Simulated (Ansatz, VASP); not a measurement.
Mg3Te2O: VASP beside Ansatz

```
Mg Te O
1.0
     4.45797    0.00000    0.00000
     0.00000    4.45797    0.00000
     0.00000    0.00000    7.10337
Mg Te O
3 2 1
Direct
  0.50000 0.00000 0.62174
  0.00000 0.50000 0.62174
  0.50000 0.50000 0.29872
  0.50000 0.00000 0.03885
  0.00000 0.50000 0.03885
  0.00000 0.00000 0.60203
```

Alike in both runs: functional PBE; k mesh 8 × 8 × 6; occupations gaussian, width 0.1 eV; no spin polarisation.

Ansatz relaxed the structure, and its values are those at the end. VASP's run is a single point on that final structure, the one shown.

|  | VASP | Ansatz |
| --- | --- | --- |
| version | VASP 6.6.1 | Ansatz 0.2.0 |
| potentials or method | VASP PAW PBE potentials, release 64 (Mg, Te, O), cutoff 520 eV | scalar-relativistic, plane waves, PAW |
| valence electrons in the cell | 24 | 68 |

|  | VASP | Ansatz | Ansatz less VASP |
| --- | --- | --- | --- |
| gap on the k mesh at the Fermi level (eV) | none | none | - |
| pressure (GPa) | -0.1 | 0.0 | +0.11 |

A gap of «none» marks a metal or a gap that the smearing closes. VASP's potentials hold 24 valence electrons a cell and Ansatz's 68, so a difference there can come from the potentials and not from the codes.

Neither program's run includes spin-orbit coupling.
